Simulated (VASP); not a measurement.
SnO2 (Cassiterite):

```
Sn O
1.0
     4.73800    0.00000    0.00000
     0.00000    4.73800    0.00000
     0.00000    0.00000    3.18650
Sn O
2 4
Direct
  0.50000 0.50000 0.50000
  0.00000 0.00000 0.00000
  0.80710 0.19290 0.50000
  0.69290 0.69290 0.00000
  0.19290 0.80710 0.50000
  0.30710 0.30710 0.00000
```

Base run:

| Property | Result |
| --- | --- |
| Program | VASP 6.6.1 |
| Functional | PBEsol |
| Potentials or basis | VASP PAW PBE potentials, release 64 (Sn_d, O) |
| Cutoff | 520 eV |
| k mesh | 6 × 6 × 8 |
| Occupations | fermi-dirac, width 0.05 eV |
| Spin | no spin polarisation |

Its results: band gap on the k mesh 1.18 eV, direct; pressure 5.4 GPa; largest force 0.229 eV/Å.

After a change of settings the same cell gave: band gap on the k mesh 1.36 eV, direct; pressure 17.9 GPa; largest force 0.376 eV/Å. Which change was it?
A. functional from PBEsol to RPBE; dispersion from none to D4
B. functional from PBEsol to BLYP
C. functional from PBEsol to PBE; k mesh from 6 × 6 × 8 to 4 × 4 × 6
D. functional from PBEsol to RPBE; further incar settings from ALGO = Normal; EDIFF = 1e-06; NBANDS = 35 to ALGO = Normal; EDIFF = 1e-07; NBANDS = 35

B.

BLYP binds less tightly than PBEsol, so the same cell stands under more pressure.

Caveats: the PAW data sets were made with another functional, which shifts forces and pressure a little; spin-orbit coupling is left out, which moves the levels of the heavy elements.
